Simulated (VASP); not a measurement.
Write the native input for VASP 6.6.1 that does the following.

```
Task                   : single point
Functional             : r2SCAN
Potentials or basis    : VASP PAW PBE potentials, release 64 (Al, Ni)
Cutoff                 : 520 eV
k mesh                 : 12 × 12 × 12
Occupations            : gaussian, width 0.1 eV
Spin                   : collinear spin, ferromagnetic start
Starting moments       : [0.0, 0.4, 0.4, 0.4] μB
Dipole correction      : no
Further INCAR settings : ALGO = Normal; EDIFF = 1e-07; NBANDS = 28
```

Crystal: AlNi3.

```
Al Ni
1.0
     3.56106    0.00000    0.00000
     0.00000    3.56106    0.00000
     0.00000    0.00000    3.56106
Al Ni
1 3
Direct
  0.00000 0.00000 0.00000
  0.00000 0.50000 0.50000
  0.50000 0.00000 0.50000
  0.50000 0.50000 0.00000
```

The input as run:

POSCAR

```
AlNi3
1.0
    3.5610623180      0.0000000000      0.0000000000
    0.0000000000      3.5610623180      0.0000000000
    0.0000000000      0.0000000000      3.5610623180
Al Ni
1 3
Direct
    0.0000000000      0.0000000000      0.0000000000
    0.0000000000      0.5000000000      0.5000000000
    0.5000000000      0.0000000000      0.5000000000
    0.5000000000      0.5000000000      0.0000000000
```

INCAR.step1

```
PREC = Accurate
ENCUT = 520
ISMEAR = 0
SIGMA = 0.1
LREAL = F
LASPH = T
NELM = 150
ISPIN = 2
MAGMOM = 0 0.4 0.4 0.4
LMAXMIX = 4
NBANDS = 28
GGA = PE
ALGO = Normal
EDIFF = 1E-4
LWAVE = T
LCHARG = F
```

INCAR.step2

```
PREC = Accurate
ENCUT = 520
EDIFF = 1E-7
ISMEAR = 0
SIGMA = 0.1
LREAL = F
LASPH = T
NELM = 150
ALGO = Normal
ISIF = 2
LWAVE = F
LCHARG = F
ISPIN = 2
MAGMOM = 0 0.4 0.4 0.4
LORBIT = 11
LMAXMIX = 4
METAGGA = R2SCAN
LMIXTAU = T
NBANDS = 28
ISTART = 1
```

KPOINTS

```
Automatic mesh
0
Gamma
  12 12 12
```

Potentials or basis: VASP PAW PBE potentials, release 64 (Al, Ni).

Command:

```sh
$ cat potpaw_PBE.64/Al/POTCAR potpaw_PBE.64/Ni/POTCAR > POTCAR
$ cp INCAR.step1 INCAR
$ mpirun -np 1 vasp_std > vasp.out
$ cp INCAR.step2 INCAR
$ mpirun -np 1 vasp_std > vasp.out
```

Results of the run:

The pressure is -5.5 GPa. The net moment is 0.90 μB per cell and the site moments are Al -0.02; Ni +0.34 μB. The valence electrons inside the program's atomic spheres are Al 0.81; Ni 9.43.

Caveat: the cell stands under tension; the PAW data sets were made with another functional, which shifts forces and pressure a little.

Run time: 7.1 min on 1 thread of Intel(R) Xeon(R) Platinum 8488C (Sapphire Rapids), with other jobs on the host, peak memory 0.28 GiB.
